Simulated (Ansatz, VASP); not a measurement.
**KMgF3: VASP beside Ansatz**

File INCAR:

```
SYSTEM = KMgF3
ALGO = Normal
EDIFF = 1E-7
ENCUT = 520
GGA = PS
ISIF = 2
ISMEAR = 0
LASPH = .True.
LCHARG = .False.
LREAL = .False.
LWAVE = .False.
NBANDS = 24
NELM = 80
PREC = Accurate
SIGMA = 0.05
```

File KPOINTS:

```
k-points
0
Gamma
  6 6 6
  0 0 0
```

File POSCAR:

```
KMgF3
1.0
    4.0456885000      0.0000000000      0.0000000000
    0.0000000000      4.0456885000      0.0000000000
    0.0000000000      0.0000000000      4.1054770000
K Mg F
1 1 3
Direct
    0.5000000000      0.5000000000      0.5000000000
    0.0000000000      0.0000000000      0.0000000000
    0.5000000000      0.0000000000      0.0000000000
    0.0000000000      0.5000000000      0.0000000000
    0.0000000000      0.0000000000      0.5000000000
```

Input for Ansatz:

```yaml
crystal:
  lattice:
    - [4.0456885, 0.0, 0.0]
    - [0.0, 4.0456885, 0.0]
    - [0.0, 0.0, 4.105477]
  atoms:
    - { symbol: K, position: [0.5, 0.5, 0.5] }
    - { symbol: Mg, position: [0.0, 0.0, 0.0] }
    - { symbol: F, position: [0.5, 0.0, 0.0] }
    - { symbol: F, position: [0.0, 0.5, 0.0] }
    - { symbol: F, position: [0.0, 0.0, 0.5] }
basis:
  ecutwfc: 420
kpoints:
  mp_grid: { grid: [6, 6, 6] }
hamiltonian:
  xc: pbesol
scf:
  occupations: { method: gaussian, width: 0.05 }
output:
  forces: true
  stress: true
  eigenvalues: true
```

Change from the starting cell: strain +0.015 along x and y, +0.030 along z, atoms carried along.

Alike in both runs: task single point; functional PBEsol; k mesh 6 × 6 × 6; occupations gaussian, width 0.05 eV; no spin polarisation.

|  | VASP | Ansatz |
| --- | --- | --- |
| version | VASP 6.6.1 | Ansatz 0.2.0 |
| potentials or method | VASP PAW PBE potentials, release 64 (K_sv, Mg, F), cutoff 520 eV | scalar-relativistic, plane waves, PAW |
| valence electrons in the cell | 32 | 40 |

VASP gave:

- gap on the k mesh at the Fermi level (eV): 6.69
- least direct gap on the mesh (eV): 7.02
- pressure (GPa): -3.9
- traceless stress, the component that is largest in VASP (GPa): -0.73

Problem. Which values does Ansatz return?

Solution. gap on the k mesh at the Fermi level (eV): 6.72; least direct gap on the mesh (eV): 7.05; pressure (GPa): -3.5; traceless stress, the component that is largest in VASP (GPa): -0.73.

VASP's potentials were made for PBE, not for PBEsol. The functional is the same, so the differences come from potentials, cutoffs and numerics. VASP's potentials hold 32 valence electrons a cell and Ansatz's 40, so a difference there can come from the potentials and not from the codes.
